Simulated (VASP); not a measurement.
A run of VASP 6.6.1:

Contents of INCAR:

```
SYSTEM = TeRu
ALGO = Normal ; EDIFF = 1E-6
ENCUT = 520 ; GGA = PE
GGA_COMPAT = .FALSE. ; ISIF = 2
ISMEAR = 0 ; LASPH = .TRUE.
LCHARG = .TRUE. ; LDAU = .TRUE.
LDAUJ = 0.5 0 ; LDAUL = 2 -1
LDAUPRINT = 1 ; LDAUTYPE = 1
LDAUU = 4 0 ; LMAXMIX = 4
LORBIT = 11 ; LORBMOM = .TRUE.
LREAL = .FALSE. ; LSORBIT = .TRUE.
LVHAR = .TRUE. ; LWAVE = .FALSE.
MAGMOM = 0 0 4 0 0 0 ; NBANDS = 32
NELM = 150 ; PREC = Accurate
SIGMA = 0.05
```

Contents of KPOINTS:

```
k-points
0
G
  6 6 6
  0 0 0
```

File POSCAR:

```
TeRu
1.0
    0.0000000000      2.8688747200      2.8688747200
    2.8688747200      0.0000000000      2.8688747200
    2.8688747200      2.8688747200      0.0000000000
Ru Te
1 1
Direct
    0.5000000000      0.5000000000      0.5000000000
    0.0000000000      0.0000000000      0.0000000000
```

Potentials or basis: VASP PAW PBE potentials, release 64 (Ru_pv, Te).

Run with:

```sh
$ cat potpaw_PBE.64/Ru_pv/POTCAR potpaw_PBE.64/Te/POTCAR > POTCAR
$ mpirun -np 1 vasp_ncl > vasp.out
```

Hardware: 1 thread of Oxide Virtual Turin-like Processor (shared host).

Task: Estimate the wall time of this run.

Result: It took 7.1 min on 1 thread of Oxide Virtual Turin-like Processor (shared host), peak memory 0.3 GiB. Counts: scf iterations 39, k points 36.
